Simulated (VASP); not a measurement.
# Sc (I4/mmm) in VASP: single point with PBEsol

Aim: the single point of Sc with PBEsol.

Everything below comes from runs of VASP 6.6.1. Logs are shortened: lines on timing, memory, paths and dates and some standing lists are left out, and cuts for length are marked.

### Step 1. The cell of the first run

The structure is tetragonal, space group I4/mmm (No. 139). The conventional cell has a = 3.159 Å, b = 3.159 Å, c = 4.691 Å, α = 90.00°, β = 90.00°, γ = 90.00°. Sc (site symmetry 4/mmm) has 12 Sc at 3.16 to 3.24 Å within 4.2 Å.

### Step 2. Single point, PBEsol

The input, INCAR:

```
SYSTEM = Sc
ALGO     = Fast           ! electronic algorithm
EDIFF    = 1E-6           ! SCF threshold, eV
ENCUT    = 520            ! plane-wave cutoff, eV
GGA      = PS             ! functional
ISIF     = 2              ! what is computed and relaxed
ISMEAR   = 0              ! smearing method
LASPH    = .True.         ! aspherical terms in the spheres
LCHARG   = .False.        ! write CHGCAR
LREAL    = .False.        ! projectors in reciprocal space
LWAVE    = .False.        ! write WAVECAR
NBANDS   = 12             ! bands
NELM     = 80             ! most SCF steps
PREC     = Accurate       ! precision mode
SIGMA    = 0.15           ! smearing width, eV
```

The input, KPOINTS:

```
k-points
0
Gamma
  20 20 20
  0 0 0
```

The input, POSCAR:

```
Sc
1.0
    0.0000000000      2.2338726273      2.3455662587
    2.2338726273      0.0000000000      2.3455662587
    2.2338726273      2.2338726273      0.0000000000
Sc
1
Direct
    0.0000000000      0.0000000000      0.0000000000
```

Potentials or basis: VASP PAW PBE potentials, release 64 (Sc_sv).

Launch:

```
$ cat potpaw_PBE.64/Sc_sv/POTCAR > POTCAR
$ mpirun -np 1 vasp_std > vasp.out
```

OUTCAR:

```text
SYSTEM = Sc
   EDIFF = 1E-6
   ENCUT = 520
   GGA = PS
   ISIF = 2
   ISMEAR = 0
   LASPH = .True.
   LREAL = .False.
   NELM = 80
   PREC = Accurate

 ion  position               nearest neighbor table
   1  0.000  0.000  0.000-

  LATTYP: Found a body centered tetragonal cell.
 ALAT       =     3.1591729661
 C/A-ratio  =     1.4849242405

  Lattice vectors:

 A1 = (  -2.2338726273,   0.0000000000,   2.3455662587)
 A2 = (   2.2338726273,   0.0000000000,   2.3455662587)
 A3 = (   0.0000000000,   2.2338726273,  -2.3455662587)

Analysis of symmetry for initial positions (statically):
=====================================================================
 Subroutine PRICEL returns:
 Original cell was already a primitive cell.

 Routine SETGRP: Setting up the symmetry group for a
 body centered tetragonal supercell.

 Subroutine GETGRP returns: Found 16 space group operations
 (whereof 16 operations were pure point group operations)
 out of a pool of 16 trial point group operations.

The static configuration has the point symmetry D_4h.

Analysis of symmetry for dynamics (positions and initial velocities):
=====================================================================
 Subroutine PRICEL returns:
 Original cell was already a primitive cell.

 Routine SETGRP: Setting up the symmetry group for a
 body centered tetragonal supercell.

 Subroutine GETGRP returns: Found 16 space group operations
 (whereof 16 operations were pure point group operations)
 out of a pool of 16 trial point group operations.

The dynamic configuration has the point symmetry D_4h.

 Subroutine INISYM returns: Found 16 space group operations
 (whereof 16 operations are pure point group operations),
 and found     1 'primitive' translations

----------------------------------------------------------------------------------------

                                     Primitive cell

  volume of cell :      23.4096

  direct lattice vectors                    reciprocal lattice vectors
     0.000000000  2.233872627  2.345566259    -0.223826549  0.223826549  0.213168141
     2.233872627  0.000000000  2.345566259     0.223826549 -0.223826549  0.213168141
     2.233872627  2.233872627  0.000000000     0.223826549  0.223826549 -0.213168141

  length of vectors
     3.239115310  3.239115310  3.159172966     0.381624559  0.381624559  0.381624559

  position of ions in fractional coordinates (direct lattice)
     0.000000000  0.000000000  0.000000000

  ion indices of the primitive-cell ions
   primitive index   ion index
                 1           1

----------------------------------------------------------------------------------------

 KPOINTS: k-points

Automatic generation of k-mesh.
 Grid dimensions read from file:
 generate k-points for:   20   20   20

 Generating k-lattice:

  Cartesian coordinates                     Fractional coordinates (reciprocal lattice)
    -0.011191327  0.011191327  0.010658407     0.050000000  0.000000000  0.000000000
     0.011191327 -0.011191327  0.010658407     0.000000000  0.050000000  0.000000000
     0.011191327  0.011191327 -0.010658407     0.000000000  0.000000000  0.050000000

  Length of vectors
     0.019081228  0.019081228  0.019081228

  Shift w.r.t. Gamma in fractional coordinates (k-lattice)
     0.000000000  0.000000000  0.000000000

 Subroutine IBZKPT returns following result:
 ===========================================

 Found    641 irreducible k-points:

 Following reciprocal coordinates:
            Coordinates               Weight
  0.000000  0.000000  0.000000      1.000000
  0.050000 -0.000000  0.000000      8.000000
  0.100000  0.000000  0.000000      8.000000
  0.150000 -0.000000  0.000000      8.000000
  0.200000  0.000000  0.000000      8.000000
  0.250000 -0.000000  0.000000      8.000000
[... 16 lines left out ...]
 -0.400000  0.050000  0.000000      8.000000
 -0.350000  0.050000  0.000000      8.000000
 [... further k-points ...]
   k-points           NKPTS =    641   k-points in BZ     NKDIM =    641   number of bands    NBANDS=     12
   number of dos      NEDOS =    301   number of ions     NIONS =      1
   total plane-waves  NPLWV =  13824
   dimension x,y,z NGX =    24 NGY =   24 NGZ =   24
   dimension x,y,z NGXF=    48 NGYF=   48 NGZF=   48
   ions per type =               1
   NGX,Y,Z   is equivalent  to a cutoff of  12.32, 12.32, 12.63 a.u.
   NGXF,Y,Z  is equivalent  to a cutoff of  24.64, 24.64, 25.26 a.u.
 SYSTEM =  Sc
   PREC   = accura    normal or accurate (medium, high low for compatibility)
   ISTART =      0    job   : 0-new  1-cont  2-samecut
   ICHARG =      2    charge: 1-file 2-atom 10-const
   ISPIN  =      1    spin polarized calculation?
   LNONCOLLINEAR =      F non collinear calculations
   LSORBIT =      F    spin-orbit coupling
   LASPH  =      T    aspherical Exc in radial PAW
   ENCUT  =  520.0 eV  38.22 Ry    6.18 a.u.   6.02  6.02  5.87*2*pi/ulx,y,z
   NELM   =     80;   NELMIN=  2; NELMDL= -5     # of ELM steps
   EDIFF  = 0.1E-05   stopping-criterion for ELM
   LREAL  =      F    real-space projection
   EDIFFG = 0.1E-04   stopping-criterion for IOM
   NSW    =      0    number of steps for IOM
   IBRION =     -1    ionic relax: 0-MD 1-quasi-New 2-CG
   NFREE  =      0    steps in history (QN), initial steepest desc. (CG)
   ISIF   =      2    stress and relaxation
   ISYM   =      2    0-nonsym 1-usesym 2-fastsym
   POTIM  = 0.5000    time-step for ionic-motion
   TEBEG  =    0.0;   TEEND  =   0.0 temperature during run
   PSTRESS=    0.0 pullay stress
   NELECT =      11.0000    total number of electrons
   NUPDOWN=      -1.0000    fix difference up-down
   EMIN   =  10.00;   EMAX   =-10.00  energy-range for DOS
   EFERMI =   0.00;   METHOD = LEGACY
   ISMEAR =     0;   SIGMA  =   0.15  broadening in eV -4-tet -1-fermi 0-gaus
   EFERMI_NEDOS =   21; number of points for ismear=-14 and -15
   IALGO  =     68    algorithm
   IMIX   =      4    mixing-type and parameters
     AMIX     =   0.40;   BMIX     =  1.00
     AMIX_MAG =   1.60;   BMIX_MAG =  1.00
  volume/ion in A,a.u.               =      23.41       157.98
  Fermi-wavevector in a.u.,A,eV,Ry     =   1.272744  2.405136 22.039751  1.619876
  Thomas-Fermi vector in A             =   2.405605
   LORBIT       =      0    0 simple, 1 ext, 2 COOP (PROOUT), +10 PAW based schemes
   GGA     = PS    functional components
   LHFCALC =     F    Hartree Fock is set to
   AEXX    =    0.0000 exact exchange contribution
   IVDW    =     0    specifies the selected vdW correction
   LEPSILON=     F    determine dielectric tensor
   LRPA    =     F    only Hartree local field effects (RPA)
 non-spin polarized calculation
 RMM-DIIS sequential band-by-band and
 Gauss-broadening in eV      SIGMA  =   0.15
  energy-cutoff  :      520.00
  volume of cell :       23.41
 maximum number of plane-waves:       652
   NGX = 13   NGY = 13   NGZ = 11

 number of electron      10.9999999 magnetization

 Free energy of the ion-electron system (eV)
  ---------------------------------------------------
  ext. energy  EPLUGINS =         0.00000000
  ---------------------------------------------------
  free energy    TOTEN  =        -6.56561992 eV

  energy without entropy =       -6.54494327  energy(sigma->0) =       -6.55528160

 E-fermi :   3.9435     XC(G=0): -10.1995

 val. band max:        3.9407931071   @ k =  -0.4500   0.1500   0.0000
 cond. band min:       3.9448655521   @ k =   0.5000   0.1500   0.0000
 fundamental gap:      0.0040724450
 Fermi energy:         3.9434693776

 k-point     1 :       0.0000    0.0000    0.0000
  band No.  band energies     occupation
      1     -45.1454      2.00000
      2     -23.6158      2.00000
      3     -23.6158      2.00000
      4     -23.6147      2.00000
      5      -1.3528      2.00000
      6       5.3660      0.00000
      7       5.7114      0.00000
      8       5.7114      0.00000
      9       6.8515      0.00000
     10       7.2598      0.00000
     11      16.7805      0.00000
     12      19.7641      0.00000

 k-point     2 :       0.0500   -0.0000    0.0000
  band No.  band energies     occupation
      1     -45.1436      2.00000
      2     -23.6277      2.00000
      3     -23.6169      2.00000
      4     -23.6169      2.00000
      5      -1.2858      2.00000
      6       5.3676      0.00000
      7       5.6831      0.00000
      8       5.7374      0.00000
      9       6.8371      0.00000
     10       7.2368      0.00000
     11      16.8500      0.00000
     12      19.5383      0.00000

 k-point     3 :       0.1000    0.0000    0.0000
  band No.  band energies     occupation
      1     -45.1382      2.00000
      2     -23.6629      2.00000
      3     -23.6224      2.00000
      4     -23.6202      2.00000
      5      -1.0880      2.00000
      6       5.3232      0.00000
      7       5.6475      0.00000
      8       5.8089      0.00000
      9       6.8071      0.00000
     10       7.1777      0.00000
     11      17.0024      0.00000
     12      18.6077      0.00000

 k-point     4 :       0.1500   -0.0000    0.0000
  band No.  band energies     occupation
      1     -45.1298      2.00000
      2     -23.7174      2.00000
      3     -23.6310      2.00000
      4     -23.6253      2.00000
      5      -0.7686      2.00000
      6       5.1642      0.00000
      7       5.6669      0.00000
      8       5.9025      0.00000
      9       6.8008      0.00000
     10       7.1132      0.00000
     11      16.8866      0.00000
     12      17.7490      0.00000

 k-point     5 :       0.2000    0.0000    0.0000
  band No.  band energies     occupation
      1     -45.1193      2.00000
      2     -23.7855      2.00000
      3     -23.6418      2.00000
      4     -23.6318      2.00000
      5      -0.3440      2.00000
      6       4.9378      0.00000
      7       5.6795      0.00000
      8       5.9743      0.00000
      9       6.8738      0.00000
     10       7.0953      0.00000
     11      15.9477      0.00000
     12      17.5793      0.00000
[... 228 lines left out ...]
      1     -45.0690      2.00000
      2     -24.0896      2.00000
      3     -23.6991      2.00000
      4     -23.6644      2.00000
      5       2.1416      2.00000
      6       4.2374      0.00559
      7       5.2443      0.00000
      8       5.6969      0.00000
      9       7.9670      0.00000
     10       8.1530      0.00000
     11      11.1600      0.00000
     12      16.0354      0.00000

 k-point    22 :      -0.4500    0.0500    0.0000
  band No.  band energies     occupation
      1     -45.0693      2.00000
      2     -24.0880      2.00000
      3     -23.7000      2.00000
      4     -23.6620      2.00000
      5       2.1179      2.00000
      6       4.2350      0.00599
      7       5.2516      0.00000
      8       5.6957      0.00000
      9       7.8973      0.00000
     10       8.1943      0.00000
     11      11.2156      0.00000
     12      16.0389      0.00000

 k-point    23 :      -0.4000    0.0500    0.0000
  band No.  band energies     occupation
      1     -45.0733      2.00000
      2     -24.0645      2.00000
      3     -23.6969      2.00000
      4     -23.6575      2.00000
      5       1.8894      2.00000
      6       4.2309      0.00674
      7       5.2983      0.00000
      8       5.7360      0.00000
      9       7.7347      0.00000
     10       8.0959      0.00000
     11      11.6687      0.00000
     12      16.1832      0.00000

 k-point    24 :      -0.3500    0.0500    0.0000
  band No.  band energies     occupation
      1     -45.0806      2.00000
      2     -24.0213      2.00000
      3     -23.6901      2.00000
      4     -23.6514      2.00000
      5       1.4834      2.00000
      6       4.2766      0.00169
      7       5.3824      0.00000
      8       5.8126      0.00000
      9       7.5081      0.00000
     10       7.8863      0.00000
     11      12.4237      0.00000
     12      16.4491      0.00000

 [... further k-points ...]

------------------------ aborting loop because EDIFF is reached ----------------------------------------

  FORCE on cell =-STRESS in cart. coord.  units (eV):
  Direction    XX          YY          ZZ          XY          YZ          ZX
  --------------------------------------------------------------------------------------
  -------------------------------------------------------------------------------------
  Total        0.1347076      0.1347076     -0.0970435      0.0000000      0.0000000      0.0000000
  in kB        9.2195142      9.2195142     -6.6417480      0.0000000      0.0000000      0.0000000
  external PRESSURE =       3.9324268 kB  Pullay stress =       0.0000000 kB

 VOLUME and BASIS-vectors are now :
 -----------------------------------------------------------------------------
  energy-cutoff  :      520.00
  volume of cell :       23.41
      direct lattice vectors                 reciprocal lattice vectors
     0.000000000  2.233872627  2.345566259    -0.223826549  0.223826549  0.213168141
     2.233872627  0.000000000  2.345566259     0.223826549 -0.223826549  0.213168141
     2.233872627  2.233872627  0.000000000     0.223826549  0.223826549 -0.213168141

 POSITION                                       TOTAL-FORCE (eV/Angst)
 -----------------------------------------------------------------------------------
      0.00000      0.00000      0.00000         0.000000     -0.000000      0.000000
 -----------------------------------------------------------------------------------
    total drift:                                0.000000      0.000000      0.000000

  FREE ENERGIE OF THE ION-ELECTRON SYSTEM (eV)
  ---------------------------------------------------
  free  energy   TOTEN  =        -6.5656199249 eV

  energy  without entropy=       -6.5449432655  energy(sigma->0) =       -6.55528160
```

Wall time 2.4 min (1 thread of Intel Xeon 8259CL, shared host); peak memory 0.28 GiB.

Results:

```
Free energy            : -6.5656 eV
Pressure               : 0.4 GPa
Band gap on the k mesh : zero (an odd number of electrons rules out a gap without spin polarisation)
```

Stress tensor (GPa, compression positive):
```
 0.92  0.00  0.00
 0.00  0.92  0.00
 0.00  0.00 -0.66
```

Caveat: the PAW data sets were made with another functional, which shifts forces and pressure a little.
